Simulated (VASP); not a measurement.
# Cd (Fm-3m) in VASP: further runs, part 2 of 2

VASP 6.6.1. Earlier steps stand in the parts before.

### Step 3. Relaxation of cell and atoms, PBEsol

This run uses another cell than the first one, of 21.59 Å³/atom, 1.025 times its volume.

Input file INCAR:

```
SYSTEM = Cd
ALGO = Normal
EDIFF = 1E-7
EDIFFG = -0.02
ENCUT = 500
GGA = PS
GGA_COMPAT = .FALSE.
IBRION = 2
ISIF = 3
ISMEAR = -1
LASPH = .TRUE.
LCHARG = .FALSE.
LREAL = .FALSE.
LWAVE = .FALSE.
NELM = 120
NELMIN = 4
NSW = 80
PREC = Accurate
SIGMA = 0.1
```

Input file KPOINTS:

```
k-points
0
G
  6 6 6
  0 0 0
```

Input file POSCAR:

```
Cd
1.0
    4.4200000000      0.0000000000      0.0000000000
    0.0000000000      4.4200000000      0.0000000000
    0.0000000000      0.0000000000      4.4200000000
Cd
4
Direct
    0.0000000000      0.0000000000      0.0000000000
    0.0000000000      0.5000000000      0.5000000000
    0.5000000000      0.0000000000      0.5000000000
    0.5000000000      0.5000000000      0.0000000000
```

Potentials or basis: VASP PAW PBE potentials, release 64 (Cd).

Launch:

```sh
cat potpaw_PBE.64/Cd/POTCAR > POTCAR
mpirun -np 1 vasp_std > vasp.out
```

OUTCAR:

```text
SYSTEM = Cd
   EDIFF = 1E-7
   EDIFFG = -0.02
   ENCUT = 500
   GGA = PS
   IBRION = 2
   ISIF = 3
   ISMEAR = -1
   LASPH = .TRUE.
   LREAL = .FALSE.
   NELM = 120
   NELMIN = 4
   NSW = 80
   PREC = Accurate

 ion  position               nearest neighbor table
   1  0.000  0.000  0.000-   2 3.13   3 3.13   4 3.13   2 3.13   3 3.13   2 3.13   4 3.13   2 3.13
                             3 3.13   4 3.13   3 3.13   4 3.13
   2  0.000  0.500  0.500-   1 3.13   3 3.13   4 3.13   1 3.13   4 3.13   1 3.13   3 3.13   1 3.13
                             3 3.13   4 3.13   4 3.13   3 3.13
   3  0.500  0.000  0.500-   1 3.13   2 3.13   4 3.13   1 3.13   4 3.13   2 3.13   4 3.13   4 3.13
                             1 3.13   2 3.13   1 3.13   2 3.13
   4  0.500  0.500  0.000-   1 3.13   2 3.13   3 3.13   2 3.13   3 3.13   1 3.13   3 3.13   3 3.13
                             1 3.13   2 3.13   2 3.13   1 3.13

  LATTYP: Found a simple cubic cell.
 ALAT       =     4.4200000000

  Lattice vectors:

 A1 = (   4.4200000000,   0.0000000000,   0.0000000000)
 A2 = (   0.0000000000,   4.4200000000,   0.0000000000)
 A3 = (   0.0000000000,   0.0000000000,   4.4200000000)

Analysis of symmetry for initial positions (statically):
=====================================================================
 Subroutine PRICEL returns following result:

  LATTYP: Found a face centered cubic cell.
 ALAT       =     4.4200000000

  Lattice vectors:

 A1 = (   2.2100000000,  -2.2100000000,   0.0000000000)
 A2 = (   2.2100000000,   0.0000000000,   2.2100000000)
 A3 = (   0.0000000000,  -2.2100000000,   2.2100000000)

   4 primitive cells build up your supercell.

 Routine SETGRP: Setting up the symmetry group for a
 simple cubic supercell.

 Subroutine GETGRP returns: Found 48 space group operations
 (whereof 48 operations were pure point group operations)
 out of a pool of 48 trial point group operations.

The static configuration has the point symmetry O_h .

Analysis of symmetry for dynamics (positions and initial velocities):
=====================================================================
 Subroutine PRICEL returns following result:

  LATTYP: Found a face centered cubic cell.
 ALAT       =     4.4200000000

  Lattice vectors:

 A1 = (   2.2100000000,  -2.2100000000,   0.0000000000)
 A2 = (   2.2100000000,   0.0000000000,   2.2100000000)
 A3 = (   0.0000000000,  -2.2100000000,   2.2100000000)

   4 primitive cells build up your supercell.

 Routine SETGRP: Setting up the symmetry group for a
 simple cubic supercell.

[... 120 lines left out ...]
  Thomas-Fermi vector in A             =   2.473928
   LORBIT       =      0    0 simple, 1 ext, 2 COOP (PROOUT), +10 PAW based schemes
   GGA     = PS    functional components
   LHFCALC =     F    Hartree Fock is set to
   AEXX    =    0.0000 exact exchange contribution
   IVDW    =     0    specifies the selected vdW correction
   LEPSILON=     F    determine dielectric tensor
   LRPA    =     F    only Hartree local field effects (RPA)
 conjugate gradient relaxation of ions
 non-spin polarized calculation
  energy-cutoff  :      500.00
  volume of cell :       86.35
 maximum number of plane-waves:      2272
   NGX = 17   NGY = 17   NGZ = 17

--------------------------------------- Ionic step        1  -------------------------------------------

 number of electron      47.9999982 magnetization

 Free energy of the ion-electron system (eV)
  ---------------------------------------------------
  ext. energy  EPLUGINS =         0.00000000
  ---------------------------------------------------
  free energy    TOTEN  =        -4.73364201 eV

  energy without entropy =       -4.66974078  energy(sigma->0) =       -4.70169139

------------------------ aborting loop because EDIFF is reached ----------------------------------------

  FORCE on cell =-STRESS in cart. coord.  units (eV):
  Direction    XX          YY          ZZ          XY          YZ          ZX
  --------------------------------------------------------------------------------------
  -------------------------------------------------------------------------------------
  Total       -0.6358422     -0.6358422     -0.6358422     -0.0000000     -0.0000000     -0.0000000
  in kB      -11.7975844    -11.7975844    -11.7975844     -0.0000000     -0.0000000     -0.0000000
  external PRESSURE =     -11.7975844 kB  Pullay stress =       0.0000000 kB

 VOLUME and BASIS-vectors are now :
 -----------------------------------------------------------------------------
  energy-cutoff  :      500.00
  volume of cell :       86.35
      direct lattice vectors                 reciprocal lattice vectors
     4.420000000  0.000000000  0.000000000     0.226244344  0.000000000  0.000000000
     0.000000000  4.420000000  0.000000000     0.000000000  0.226244344  0.000000000
     0.000000000  0.000000000  4.420000000     0.000000000  0.000000000  0.226244344

 POSITION                                       TOTAL-FORCE (eV/Angst)
 -----------------------------------------------------------------------------------
      0.00000      0.00000      0.00000        -0.000000     -0.000000      0.000000
      0.00000      2.21000      2.21000         0.000000     -0.000000     -0.000000
      2.21000      0.00000      2.21000         0.000000      0.000000      0.000000
      2.21000      2.21000      0.00000        -0.000000     -0.000000     -0.000000
 -----------------------------------------------------------------------------------
    total drift:                                0.000000     -0.000000     -0.000000

  FREE ENERGIE OF THE ION-ELECTRON SYSTEM (eV)
  ---------------------------------------------------
  free  energy   TOTEN  =        -4.7336420067 eV

  energy  without entropy=       -4.6697407763  energy(sigma->0) =       -4.70169139

--------------------------------------- Ionic step        2  -------------------------------------------

 number of electron      47.9999977 magnetization

 Free energy of the ion-electron system (eV)
  ---------------------------------------------------
  ext. energy  EPLUGINS =         0.00000000
  ---------------------------------------------------
  free energy    TOTEN  =        -4.74091802 eV

  energy without entropy =       -4.67792495  energy(sigma->0) =       -4.70942149

 E-fermi :   2.8576     XC(G=0): -11.3463

 val. band max:        2.7511840168   @ k =   0.1667   0.1667   0.0000
 cond. band min:       2.8829093963   @ k =   0.5000   0.5000   0.3333
 fundamental gap:      0.1317253794
 Fermi energy:         2.8576339730

 k-point     1 :       0.0000    0.0000    0.0000
  band No.  band energies     occupation
      1      -6.9580      2.00000
      2      -6.9580      2.00000
      3      -6.9580      2.00000
      4      -6.8928      2.00000
      5      -6.8928      2.00000
      6      -6.8928      2.00000
[... 609 lines left out ...]
     27       1.6226      1.99999
     28       1.6226      1.99999

------------------------ aborting loop because EDIFF is reached ----------------------------------------

  FORCE on cell =-STRESS in cart. coord.  units (eV):
  Direction    XX          YY          ZZ          XY          YZ          ZX
  --------------------------------------------------------------------------------------
  -------------------------------------------------------------------------------------
  Total        0.0124618      0.0124618      0.0124618      0.0000000      0.0000000     -0.0000000
  in kB        0.2366217      0.2366217      0.2366217      0.0000000      0.0000000     -0.0000000
  external PRESSURE =       0.2366217 kB  Pullay stress =       0.0000000 kB

 VOLUME and BASIS-vectors are now :
 -----------------------------------------------------------------------------
  energy-cutoff  :      500.00
  volume of cell :       84.38
      direct lattice vectors                 reciprocal lattice vectors
     4.386104442  0.000000000 -0.000000000     0.227992747  0.000000000 -0.000000000
    -0.000000000  4.386104442  0.000000000    -0.000000000  0.227992747  0.000000000
     0.000000000 -0.000000000  4.386104442     0.000000000 -0.000000000  0.227992747

 POSITION                                       TOTAL-FORCE (eV/Angst)
 -----------------------------------------------------------------------------------
      4.38610      4.38610      0.00000        -0.000000      0.000000     -0.000000
     -0.00000      2.19305      2.19305        -0.000000      0.000000      0.000000
      2.19305      0.00000      2.19305         0.000000      0.000000     -0.000000
      2.19305      2.19305      4.38610         0.000000     -0.000000      0.000000
 -----------------------------------------------------------------------------------
    total drift:                                0.000000     -0.000000     -0.000000

  FREE ENERGIE OF THE ION-ELECTRON SYSTEM (eV)
  ---------------------------------------------------
  free  energy   TOTEN  =        -4.7409180244 eV

  energy  without entropy=       -4.6779249481  energy(sigma->0) =       -4.70942149

 reached required accuracy - stopping structural energy minimisation
```

OSZICAR:

```text
N       E                     dE             d eps       ncg     rms          rms(c)
DAV:   1     0.386013546703E+03    0.38601E+03   -0.25546E+04  1120   0.169E+03
[... 14 lines left out ...]
DAV:   1    -0.507777239540E+01   -0.34413E+00   -0.68773E+00  1120   0.274E+01    0.395E+00
DAV:   2    -0.476250508942E+01    0.31527E+00   -0.10084E+00  1120   0.109E+01    0.115E+00
DAV:   3    -0.474441700750E+01    0.18088E-01   -0.51819E-02  1156   0.200E+00    0.920E-01
DAV:   4    -0.474095699037E+01    0.34600E-02   -0.49196E-03  1132   0.479E-01    0.114E-01
DAV:   5    -0.474090036818E+01    0.56622E-04   -0.39523E-04  1128   0.197E-01    0.433E-02
DAV:   6    -0.474091803744E+01   -0.17669E-04   -0.22768E-05  1144   0.424E-02    0.428E-03
DAV:   7    -0.474091802442E+01    0.13014E-07   -0.55711E-07  1108   0.780E-03
   2 F= -.47409180E+01 E0= -.47094215E+01  d E =-.727602E-02
```

CONTCAR:

```text
Cd
   1.00000000000000
     4.3861044418346733    0.0000000000000000   -0.0000000000000000
    -0.0000000000000000    4.3861044418346733    0.0000000000000000
     0.0000000000000000   -0.0000000000000000    4.3861044418346733
  Cd
     4
Direct
     1.0000000000000000    1.0000000000000000    0.0000000000000000
     0.0000000000000000    0.5000000000000000    0.5000000000000000
     0.5000000000000000    0.0000000000000000    0.5000000000000000
     0.5000000000000000    0.5000000000000000    1.0000000000000000

  0.00000000E+00  0.00000000E+00  0.00000000E+00
  0.00000000E+00  0.00000000E+00  0.00000000E+00
  0.00000000E+00  0.00000000E+00  0.00000000E+00
  0.00000000E+00  0.00000000E+00  0.00000000E+00
```

It took 25 s on 1 thread of Intel Xeon 6975P-C (Granite Rapids), shared host; peak memory 0.19 GiB.

Results:

```
Free energy                            : -4.7409 eV
Relaxed volume                         : 21.09 Å³/atom
Relaxed cell                           : a = 4.386 Å, b = 4.386 Å, c = 4.386 Å, α = 90.00°, β = 90.00°, γ = 90.00°
Space group after relaxing (to 0.05 Å) : Fm-3m (No. 225)
Energy gained by relaxing              : 1.8 meV/atom
Ionic steps                            : 2
Pressure after relaxing                : 0.0 GPa
```

The path:
```
step  energy change (eV)  largest force (eV/Å)  pressure (GPa)  volume (Å³)
   1              0.0000                0.0000           -1.18        86.35
   2             -0.0073                0.0000            0.02        84.38
```

Final structure:
```yaml
crystal:
  lattice:
    - [4.38610, 0.00000, 0.00000]
    - [0.00000, 4.38610, 0.00000]
    - [0.00000, 0.00000, 4.38610]
  atoms:
    - { symbol: Cd, position: [0.00000, 0.00000, 0.00000] }
    - { symbol: Cd, position: [0.00000, 0.50000, 0.50000] }
    - { symbol: Cd, position: [0.50000, 0.00000, 0.50000] }
    - { symbol: Cd, position: [0.50000, 0.50000, 0.00000] }
```

Levels at points of the mesh, in eV from the Fermi level:
| k point | band 22 | band 23 | band 24 | band 25 | band 26 | band 27 |
| --- | --- | --- | --- | --- | --- | --- |
| (0.00, 0.00, 0.00) | -0.88 | -0.88 | -0.88 | 1.54 | 1.54 | 1.54 |
| (0.50, 0.00, 0.00) | -6.63 | 2.12 | 2.12 | 2.12 | 2.12 | 2.21 |
| (0.50, 0.50, 0.00) | -4.12 | -4.12 | -4.12 | 4.72 | 4.72 | 4.72 |
| (0.50, 0.50, 0.50) | -2.44 | -2.44 | -2.44 | -1.24 | -1.24 | -1.24 |

Caveat: the bands computed are all filled at some k points, so no gap is given; the PAW data sets were made with another functional, which shifts forces and pressure a little.
